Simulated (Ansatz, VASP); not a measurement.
Two plane-wave programs on Si3Ge

```
Si Ge
1.0
     3.91578    0.00000    0.00000
     0.00000    3.91578    0.00000
     0.00000    0.00000    5.52145
Si Ge
3 1
Cartesian
  0.0000 1.9579 4.1084
  1.9579 0.0000 1.4130
  1.9579 1.9579 2.7607
  0.0000 0.0000 0.0000
```

Alike in both runs: functional PBE; k mesh 6 × 6 × 4; occupations gaussian, width 0.1 eV; no spin polarisation.

Ansatz relaxed the structure, and its values are those at the end. VASP's run is a single point on that final structure, the one shown.

|  | VASP | Ansatz |
| --- | --- | --- |
| version | VASP 6.6.1 | Ansatz 0.2.0 |
| potentials or method | VASP PAW PBE potentials, release 64 (Si, Ge_d), cutoff 500 eV | scalar-relativistic, plane waves, PAW |
| valence electrons in the cell | 26 | 26 |

```csv
,VASP,Ansatz,Ansatz less VASP
gap on the k mesh at the Fermi level (eV),0.40,0.39,-0.002
least direct gap on the mesh (eV),0.67,0.67,-0.002
pressure (GPa),-0.1,0.0,+0.13
```
